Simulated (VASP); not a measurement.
# Al (Fm-3m) in VASP: further runs

Runs on Al. Level: PBE. Tasks: single point.

All numbers are computed with VASP 6.6.1; they aren't measurements. Logs are shortened: lines on timing, memory, paths and dates and some standing lists are left out, and cuts for length are marked.

## 1. The cell of the first run

The structure is cubic, space group Fm-3m (No. 225). Conventional cell: a = 4.041 Å, b = 4.041 Å, c = 4.041 Å, α = 90.00°, β = 90.00°, γ = 90.00°. Al (site symmetry m-3m) has 12 Al at 2.86 Å within 3.8 Å.

## 2. Single point, PBE

File INCAR:

```
PREC = Accurate
ENCUT = 500
EDIFF = 1E-6
ISMEAR = -1
SIGMA = 0.1
LREAL = False
LASPH = True
NELM = 120
ALGO = Normal
ISIF = 2
LWAVE = False
LCHARG = True
GGA = PE
LELF = True
LVHAR = True
NBANDS = 8
GGA_COMPAT = False
```

File KPOINTS:

```
Automatic mesh
0
Gamma
  5 5 5
```

File POSCAR:

```
Al
1.0
    0.0000000000      2.0206500000      2.0206500000
    2.0206500000      0.0000000000      2.0206500000
    2.0206500000      2.0206500000      0.0000000000
Al
1
Direct
    0.0000000000      0.0000000000      0.0000000000
```

Potentials or basis: VASP PAW PBE potentials, release 64 (Al).

On the command line:

```sh
cat potpaw_PBE.64/Al/POTCAR > POTCAR
mpirun -np 1 vasp_std > vasp.out
```

OUTCAR:

```text
PREC = Accurate
   ENCUT = 500
   EDIFF = 1E-6
   ISMEAR = -1
   LREAL = False
   LASPH = True
   NELM = 120
   ISIF = 2
   GGA = PE

 ion  position               nearest neighbor table
   1  0.000  0.000  0.000-

  LATTYP: Found a face centered cubic cell.
 ALAT       =     4.0413000000

  Lattice vectors:

 A1 = (   0.0000000000,   2.0206500000,   2.0206500000)
 A2 = (   2.0206500000,   0.0000000000,   2.0206500000)
 A3 = (   2.0206500000,   2.0206500000,   0.0000000000)

Analysis of symmetry for initial positions (statically):
=====================================================================
 Subroutine PRICEL returns:
 Original cell was already a primitive cell.

 Routine SETGRP: Setting up the symmetry group for a
 face centered cubic supercell.

 Subroutine GETGRP returns: Found 48 space group operations
 (whereof 48 operations were pure point group operations)
 out of a pool of 48 trial point group operations.

The static configuration has the point symmetry O_h .

Analysis of symmetry for dynamics (positions and initial velocities):
=====================================================================
 Subroutine PRICEL returns:
 Original cell was already a primitive cell.

 Routine SETGRP: Setting up the symmetry group for a
 face centered cubic supercell.

 Subroutine GETGRP returns: Found 48 space group operations
 (whereof 48 operations were pure point group operations)
 out of a pool of 48 trial point group operations.

The dynamic configuration has the point symmetry O_h .

 Subroutine INISYM returns: Found 48 space group operations
 (whereof 48 operations are pure point group operations),
 and found     1 'primitive' translations

----------------------------------------------------------------------------------------

                                     Primitive cell

  volume of cell :      16.5007

  direct lattice vectors                    reciprocal lattice vectors
     0.000000000  2.020650000  2.020650000    -0.247445129  0.247445129  0.247445129
     2.020650000  0.000000000  2.020650000     0.247445129 -0.247445129  0.247445129
     2.020650000  2.020650000  0.000000000     0.247445129  0.247445129 -0.247445129

  length of vectors
     2.857630635  2.857630635  2.857630635     0.428587536  0.428587536  0.428587536

  position of ions in fractional coordinates (direct lattice)
     0.000000000  0.000000000  0.000000000

  ion indices of the primitive-cell ions
   primitive index   ion index
                 1           1

----------------------------------------------------------------------------------------

 KPOINTS: Automatic mesh

Automatic generation of k-mesh.
 Grid dimensions read from file:
 generate k-points for:    5    5    5

 Generating k-lattice:

  Cartesian coordinates                     Fractional coordinates (reciprocal lattice)
    -0.049489026  0.049489026  0.049489026     0.200000000  0.000000000  0.000000000
     0.049489026 -0.049489026  0.049489026     0.000000000  0.200000000  0.000000000
     0.049489026  0.049489026 -0.049489026     0.000000000  0.000000000  0.200000000

  Length of vectors
     0.085717507  0.085717507  0.085717507

  Shift w.r.t. Gamma in fractional coordinates (k-lattice)
     0.000000000  0.000000000  0.000000000

 Subroutine IBZKPT returns following result:
 ===========================================

 Found     10 irreducible k-points:

 Following reciprocal coordinates:
            Coordinates               Weight
  0.000000  0.000000  0.000000      1.000000
  0.200000  0.000000  0.000000      8.000000
  0.400000  0.000000  0.000000      8.000000
  0.200000  0.200000  0.000000      6.000000
  0.400000  0.200000  0.000000     24.000000
 -0.400000  0.200000  0.000000     24.000000
 -0.200000  0.200000  0.000000     12.000000
  0.400000  0.400000  0.000000      6.000000
 -0.400000  0.400000  0.000000     12.000000
 -0.400000  0.400000  0.200000     24.000000
   k-points           NKPTS =     10   k-points in BZ     NKDIM =     10   number of bands    NBANDS=      8
   number of dos      NEDOS =    301   number of ions     NIONS =      1
   total plane-waves  NPLWV =  13824
   dimension x,y,z NGX =    24 NGY =   24 NGZ =   24
   dimension x,y,z NGXF=    48 NGYF=   48 NGZF=   48
   ions per type =               1
   NGX,Y,Z   is equivalent  to a cutoff of  13.96, 13.96, 13.96 a.u.
   NGXF,Y,Z  is equivalent  to a cutoff of  27.92, 27.92, 27.92 a.u.
 SYSTEM =  unknown system
   PREC   = accura    normal or accurate (medium, high low for compatibility)
   ISTART =      0    job   : 0-new  1-cont  2-samecut
   ICHARG =      2    charge: 1-file 2-atom 10-const
   ISPIN  =      1    spin polarized calculation?
   LNONCOLLINEAR =      F non collinear calculations
   LSORBIT =      F    spin-orbit coupling
   LASPH  =      T    aspherical Exc in radial PAW
   ENCUT  =  500.0 eV  36.75 Ry    6.06 a.u.   5.21  5.21  5.21*2*pi/ulx,y,z
   NELM   =    120;   NELMIN=  2; NELMDL= -5     # of ELM steps
   EDIFF  = 0.1E-05   stopping-criterion for ELM
   LREAL  =      F    real-space projection
   EDIFFG = 0.1E-04   stopping-criterion for IOM
   NSW    =      0    number of steps for IOM
   IBRION =     -1    ionic relax: 0-MD 1-quasi-New 2-CG
   NFREE  =      0    steps in history (QN), initial steepest desc. (CG)
   ISIF   =      2    stress and relaxation
   ISYM   =      2    0-nonsym 1-usesym 2-fastsym
   POTIM  = 0.5000    time-step for ionic-motion
   TEBEG  =    0.0;   TEEND  =   0.0 temperature during run
   PSTRESS=    0.0 pullay stress
   NELECT =       3.0000    total number of electrons
   NUPDOWN=      -1.0000    fix difference up-down
   EMIN   =  10.00;   EMAX   =-10.00  energy-range for DOS
   EFERMI =   0.00;   METHOD = LEGACY
   ISMEAR =    -1;   SIGMA  =   0.10  broadening in eV -4-tet -1-fermi 0-gaus
   EFERMI_NEDOS =   21; number of points for ismear=-14 and -15
   IALGO  =     38    algorithm
   IMIX   =      4    mixing-type and parameters
     AMIX     =   0.40;   BMIX     =  1.00
     AMIX_MAG =   1.60;   BMIX_MAG =  1.00
  volume/ion in A,a.u.               =      16.50       111.35
  Fermi-wavevector in a.u.,A,eV,Ry     =   0.927429  1.752587 11.702713  0.860125
  Thomas-Fermi vector in A             =   2.053498
   LORBIT       =      0    0 simple, 1 ext, 2 COOP (PROOUT), +10 PAW based schemes
   GGA     = PE    functional components
   LHFCALC =     F    Hartree Fock is set to
   AEXX    =    0.0000 exact exchange contribution
   IVDW    =     0    specifies the selected vdW correction
   LEPSILON=     F    determine dielectric tensor
   LRPA    =     F    only Hartree local field effects (RPA)
 non-spin polarized calculation
  energy-cutoff  :      500.00
  volume of cell :       16.50
 maximum number of plane-waves:       432
 NGX is ok and might be reduce to    24
   NGX = 11   NGY = 11   NGZ = 11

 number of electron       3.0000000 magnetization

 Free energy of the ion-electron system (eV)
  ---------------------------------------------------
  ext. energy  EPLUGINS =         0.00000000
  ---------------------------------------------------
  free energy    TOTEN  =        -3.70460578 eV

  energy without entropy =       -3.67520366  energy(sigma->0) =       -3.68990472

 E-fermi :   8.3256     XC(G=0): -10.1953

 val. band max:        8.0864084758   @ k =  -0.4000   0.4000   0.0000
 cond. band min:       8.4042957665   @ k =  -0.4000   0.4000   0.2000
 fundamental gap:      0.3178872907
 Fermi energy:         8.3255502132

 k-point     1 :       0.0000    0.0000    0.0000
  band No.  band energies     occupation
      1      -3.1339      2.00000
      2      20.6195      0.00000
      3      20.6195      0.00000
      4      20.6195      0.00000
      5      22.1135      0.00000
      6      22.1135      0.00000
      7      22.1135      0.00000
      8      24.4635      0.00000

 k-point     2 :       0.2000    0.0000    0.0000
  band No.  band energies     occupation
      1      -2.0503      2.00000
      2      13.3340      0.00000
      3      19.1390      0.00000
      4      19.1390      0.00000
      5      22.4797      0.00000
      6      23.6476      0.00000
      7      23.6476      0.00000
      8      25.7300      0.00000

 k-point     3 :       0.4000    0.0000    0.0000
  band No.  band energies     occupation
      1       1.1523      2.00000
      2       6.3533      2.00000
      3      18.8842      0.00000
      4      18.8842      0.00000
      5      20.4444      0.00000
      6      20.4444      0.00000
      7      22.5217      0.00000
      8      24.3468      0.00000

 k-point     4 :       0.2000    0.2000    0.0000
  band No.  band energies     occupation
      1      -1.6909      2.00000
      2      16.3666      0.00000
      3      16.3666      0.00000
      4      16.4377      0.00000
      5      18.7505      0.00000
      6      19.7762      0.00000
      7      28.2773      0.00000
      8      28.2773      0.00000

 k-point     5 :       0.4000    0.2000    0.0000
  band No.  band energies     occupation
      1       0.7988      2.00000
      2       9.3577      0.00007
      3      14.5484      0.00000
      4      15.4516      0.00000
      5      17.1161      0.00000
      6      23.0144      0.00000
      7      26.2590      0.00000
      8      28.8479      0.00000

 k-point     6 :      -0.4000    0.2000    0.0000
  band No.  band energies     occupation
      1       3.5880      2.00000
      2       5.3157      2.00000
      3      12.2691      0.00000
      4      16.3928      0.00000
      5      18.2435      0.00000
      6      24.2055      0.00000
      7      26.7342      0.00000
      8      29.6856      0.00000

 k-point     7 :      -0.2000    0.2000    0.0000
  band No.  band energies     occupation
      1      -0.2624      2.00000
      2      11.0748      0.00000
      3      12.5614      0.00000
      4      19.1825      0.00000
      5      21.2046      0.00000
      6      23.4226      0.00000
      7      24.4360      0.00000
      8      25.4264      0.00000

 k-point     8 :       0.4000    0.4000    0.0000
  band No.  band energies     occupation
      1       2.5388      2.00000
      2       9.5649      0.00001
      3      13.6146      0.00000
      4      13.9033      0.00000
      5      13.9033      0.00000
      6      17.3995      0.00000
      7      32.2483      0.00000
      8      33.8262      0.00000

 k-point     9 :      -0.4000    0.4000    0.0000
  band No.  band energies     occupation
      1       5.7405      2.00000
      2       7.0525      1.99999
      3       8.0864      1.83234
      4      14.2161      0.00000
      5      15.7686      0.00000
      6      21.8838      0.00000
      7      30.7578      0.00000
      8      31.3735      0.00000

 k-point    10 :      -0.4000    0.4000    0.2000
  band No.  band energies     occupation
      1       3.9228      2.00000
      2       8.4043      0.62543
      3       9.8108      0.00000
      4      11.0660      0.00000
      5      21.7579      0.00000
      6      23.1499      0.00000
      7      24.4120      0.00000
      8      30.0509      0.00000

------------------------ aborting loop because EDIFF is reached ----------------------------------------

  FORCE on cell =-STRESS in cart. coord.  units (eV):
  Direction    XX          YY          ZZ          XY          YZ          ZX
  --------------------------------------------------------------------------------------
  -------------------------------------------------------------------------------------
  Total        0.1685361      0.1685361      0.1685361      0.0000000      0.0000000      0.0000000
  in kB       16.3644070     16.3644070     16.3644070      0.0000000      0.0000000      0.0000000
  external PRESSURE =      16.3644070 kB  Pullay stress =       0.0000000 kB

 VOLUME and BASIS-vectors are now :
 -----------------------------------------------------------------------------
  energy-cutoff  :      500.00
  volume of cell :       16.50
      direct lattice vectors                 reciprocal lattice vectors
     0.000000000  2.020650000  2.020650000    -0.247445129  0.247445129  0.247445129
     2.020650000  0.000000000  2.020650000     0.247445129 -0.247445129  0.247445129
     2.020650000  2.020650000  0.000000000     0.247445129  0.247445129 -0.247445129

 POSITION                                       TOTAL-FORCE (eV/Angst)
 -----------------------------------------------------------------------------------
      0.00000      0.00000      0.00000         0.000000      0.000000      0.000000
 -----------------------------------------------------------------------------------
    total drift:                                0.000000     -0.000000      0.000000

  FREE ENERGIE OF THE ION-ELECTRON SYSTEM (eV)
  ---------------------------------------------------
  free  energy   TOTEN  =        -3.7046057846 eV

  energy  without entropy=       -3.6752036565  energy(sigma->0) =       -3.68990472
```

Wall time 5.5 s (1 thread of Intel Xeon 8259CL, shared host); peak memory 0.13 GiB.

Results:

| Item | Value |
| --- | --- |
| Free energy | -3.7046 eV |
| Pressure | 1.6 GPa |

Levels at points of the mesh, in eV from the Fermi level:
```
           k point  band 1  band 2  band 3  band 4  band 5  band 6
(0.00, 0.00, 0.00)  -11.46   12.29   12.29   12.29   13.79   13.79
```

Caveat: the k points lie up to 0.54 Å⁻¹ apart.

## 3. Single point, PBE

File INCAR:

```
PREC     = Accurate       # precision mode
ENCUT    = 500            # plane-wave cutoff, eV
EDIFF    = 1E-6           # SCF threshold, eV
ISMEAR   = -1             # smearing method
SIGMA    = 0.1            # smearing width, eV
LREAL    = False          # projectors in reciprocal space
LASPH    = True           # aspherical terms in the spheres
NELM     = 120            # most SCF steps
ALGO     = Normal         # electronic algorithm
ISIF     = 2              # what is computed and relaxed
LWAVE    = False          # write WAVECAR
LCHARG   = False          # write CHGCAR
GGA      = PE             # functional
NBANDS   = 8              # bands
GGA_COMPAT= False
```

File KPOINTS:

```
regular mesh
0
Gamma
  10 10 10
```

POSCAR is that of step 2.

Potentials or basis: VASP PAW PBE potentials, release 64 (Al).

On the command line:

```sh
cat potpaw_PBE.64/Al/POTCAR > POTCAR
mpirun -np 1 vasp_std > vasp.out
```

Wall time 9.1 s (1 thread of Intel Xeon 8259CL, shared host); peak memory 0.13 GiB.

The run converged. Its results:

* Free energy: -3.7380 eV
* Pressure: 0.0 GPa

Levels at points of the mesh, in eV from the Fermi level:
```tsv
k point	band 1	band 2	band 3	band 4	band 5
(0.00, 0.00, 0.00)	-11.25	12.50	12.50	12.50	13.99
(0.50, 0.00, 0.00)	-4.71	-4.50	11.29	11.29	11.35
(0.50, 0.50, 0.00)	-3.04	-1.72	5.14	5.48	5.48
```

## 4. Single point, PBE

File INCAR:

```
SYSTEM = Al
PREC = Accurate
ENCUT = 500
EDIFF = 1E-6
ISMEAR = -1
SIGMA = 0.1
LREAL = .FALSE.
LASPH = .TRUE.
NELM = 120
ALGO = Normal
ISIF = 2
LWAVE = .FALSE.
LCHARG = .FALSE.
GGA = PE
NBANDS = 8
GGA_COMPAT = .FALSE.
```

File KPOINTS:

```
regular mesh
0
G
  10 10 10
  0 0 0
```

POSCAR is that of step 3.

On the command line:

```sh
cat potpaw_PBE.64/Al/POTCAR > POTCAR
mpirun -np 1 vasp_std > vasp.out
```

Run time: 8.5 s. Hardware: 1 thread of Intel Xeon 8259CL, shared host; peak memory 0.13 GiB.

Results (log left out):

```
Free energy : -3.7380 eV
Pressure    : 0.0 GPa
```

Levels at points of the mesh, in eV from the Fermi level:
```
           k point  band 1  band 2  band 3  band 4
(0.00, 0.00, 0.00)  -11.25   12.50   12.50   12.50
(0.50, 0.00, 0.00)   -4.71   -4.50   11.29   11.29
(0.50, 0.50, 0.00)   -3.04   -1.72    5.14    5.48
```

[end of part 1 of 2]
